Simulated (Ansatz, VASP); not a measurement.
**Two plane-wave programs on Bi2Se3**

```
CELL_PARAMETERS angstrom
2.09474 1.20940 10.44908
-2.09474 1.20940 10.44908
0.00000 -2.41880 10.44908
ATOMIC_POSITIONS crystal
Bi 0.39556 0.39556 0.39556
Bi 0.60444 0.60444 0.60444
Se 0.00000 0.00000 0.00000
Se 0.22125 0.22125 0.22125
Se 0.77875 0.77875 0.77875
```

Alike in both runs: functional PBE; k mesh 8 × 8 × 8; occupations gaussian, width 0.05 eV; no spin polarisation.

Ansatz relaxed the structure, and its values are those at the end. VASP's run is a single point on that final structure, the one shown.

```csv
,VASP,Ansatz
version,VASP 6.6.1,Ansatz 0.2.0
potentials or method,"VASP PAW PBE potentials, release 64 (Bi_d, Se), cutoff 520 eV","scalar-relativistic, plane waves, PAW"
valence electrons in the cell,48,78
```

|  | VASP | Ansatz | Ansatz less VASP |
| --- | --- | --- | --- |
| gap on the k mesh at the Fermi level (eV) | 0.72 | 0.72 | 0.000 |
| least direct gap on the mesh (eV) | 0.72 | 0.72 | 0.000 |
| pressure (GPa) | 0.0 | 0.0 | -0.01 |
| rms of the force components (eV/Å) | 0.005 | 0.000 | -0.0049 |

VASP's potentials hold 48 valence electrons a cell and Ansatz's 78, so a difference there can come from the potentials and not from the codes.

Neither program's run includes spin-orbit coupling.
